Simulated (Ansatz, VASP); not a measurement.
## Two plane-wave programs on MgS

File INCAR:

```
PREC = Accurate
ENCUT = 520
EDIFF = 1E-6
ISMEAR = 0
SIGMA = 0.05
LREAL = False
LASPH = True
NELM = 60
ALGO = Normal
ISIF = 2
LWAVE = False
LCHARG = True
GGA = PS
LELF = True
LVHAR = True
NBANDS = 11
```

KPOINTS

```
regular mesh
0
Gamma
  10 10 10
```

POSCAR

```
MgS
1.0
    0.0000000000      2.6251340155      2.6251340155
    2.6251340155      0.0000000000      2.6251340155
    2.6251340155      2.6251340155      0.0000000000
Mg S
1 1
Direct
    0.0000000000      0.0000000000      0.0000000000
    0.5000000000      0.5000000000      0.5000000000
```

Input for Ansatz:

```yaml
crystal:
  lattice:
    - [0.0, 2.6251340155, 2.6251340155]
    - [2.6251340155, 0.0, 2.6251340155]
    - [2.6251340155, 2.6251340155, 0.0]
  atoms:
    - { symbol: Mg, position: [0.0, 0.0, 0.0] }
    - { symbol: S, position: [0.5, 0.5, 0.5] }
basis:
  ecutwfc: 420
  ecutrho_ratio: 4
kpoints:
  mp_grid: { grid: [10, 10, 10] }
hamiltonian:
  xc: pbesol
scf:
  occupations: { method: gaussian, width: 0.05 }
output:
  forces: true
  stress: true
  eigenvalues: true
```

Alike in both runs: task single point; functional PBEsol; k mesh 10 × 10 × 10; occupations gaussian, width 0.05 eV; no spin polarisation.

```csv
,VASP,Ansatz
version,VASP 6.6.1,Ansatz 0.2.0
potentials or method,"VASP PAW PBE potentials, release 64 (Mg, S), cutoff 520 eV","scalar-relativistic, plane waves, PAW"
valence electrons in the cell,8,16
```

```tsv
	VASP	Ansatz	Ansatz less VASP
gap on the k mesh at the Fermi level (eV)	2.65	2.65	0.000
least direct gap on the mesh (eV)	3.39	3.39	+0.002
pressure (GPa)	-3.1	-2.8	+0.22
```

VASP's potentials were made for PBE, not for PBEsol. VASP's potentials hold 8 valence electrons a cell and Ansatz's 16, so a difference there can come from the potentials and not from the codes.
